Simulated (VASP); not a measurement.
Wanted: the native input for a VASP 6.6.1 run.

```
Task                               : relaxation of cell and atoms
Functional                         : PBE0
Potentials or basis                : VASP PAW PBE potentials, release 64 (Si)
Cutoff                             : 600 eV
k mesh                             : 7 × 7 × 6
Occupations                        : fermi-dirac, width 0.05 eV
Spin                               : no spin polarisation
Dipole correction                  : no
Grid for exact exchange (PRECFOCK) : Normal
Further INCAR settings             : ALGO = Normal; EDIFF = 1e-06; IBRION = 2; EDIFFG = -0.01; NSW = 60; ISIF = 3
Share of exact exchange            : 0.25
```

Crystal: Si.

```
Si
1.0
    -1.63225    1.68877    1.16667
     1.73080   -1.69330    1.29369
     1.62460    1.68565   -1.17225
Si
1
Cartesian
  0.0000 0.0000 0.0000
```

One way to write it, as run:

POSCAR

```
Si
1.0
   -1.6322467100      1.6887678500      1.1666669100
    1.7308028500     -1.6932995100      1.2936920400
    1.6246017100      1.6856545100     -1.1722508300
Si
1
Direct
    0.0000000000      0.0000000000      0.0000000000
```

INCAR.step1

```
SYSTEM = Si
PREC = Accurate
ENCUT = 600
EDIFF = 1E-5
ISMEAR = -1
SIGMA = 0.05
LREAL = .FALSE.
LASPH = .TRUE.
NELM = 60
ALGO = Normal
LWAVE = .TRUE.
LCHARG = .FALSE.
GGA = PE
NBANDS = 8
```

INCAR.step2

```
SYSTEM = Si
PREC = Accurate
ENCUT = 600
EDIFF = 1E-6
ISMEAR = -1
SIGMA = 0.05
LREAL = .FALSE.
LASPH = .TRUE.
NELM = 60
ALGO = Normal
ISIF = 3
LWAVE = .FALSE.
LCHARG = .FALSE.
GGA = PE
LHFCALC = .TRUE.
AEXX = 0.25
PRECFOCK = Normal
IBRION = 2
NSW = 60
EDIFFG = -0.01
ISTART = 1
```

KPOINTS

```
Automatic mesh
0
G
  7 7 6
  0 0 0
```

Potentials or basis: VASP PAW PBE potentials, release 64 (Si).

Command:

```console
$ cat potpaw_PBE.64/Si/POTCAR > POTCAR
$ cp INCAR.step1 INCAR
$ mpirun -np 1 vasp_std > vasp.out
$ cp INCAR.step2 INCAR
$ mpirun -np 1 vasp_std > vasp.out
```

It gave:

```
Relaxed volume                        : 14.28 Å³/atom
Relaxed cell                          : a = 2.612 Å, b = 2.801 Å, c = 2.536 Å, α = 102.03°, β = 99.66°, γ = 123.07°
Space group after relaxing (to 0.1 Å) : C2/m (No. 12)
Energy gained by relaxing             : 62.2 meV/atom
Ionic steps                           : 11
Pressure after relaxing               : 0.0 GPa
Band gap on the k mesh                : zero (bands 2 and 3 overlap by 13.95 eV)
```

Caveat: the k points lie up to 0.45 Å⁻¹ apart in the final cell, too coarse for converged energies and pressures of a metal; the PAW data sets were made with another functional, which shifts forces and pressure a little.

Wall time 2 h on 1 thread of Oxide Virtual Turin-like Processor (shared host), peak memory 0.12 GiB.
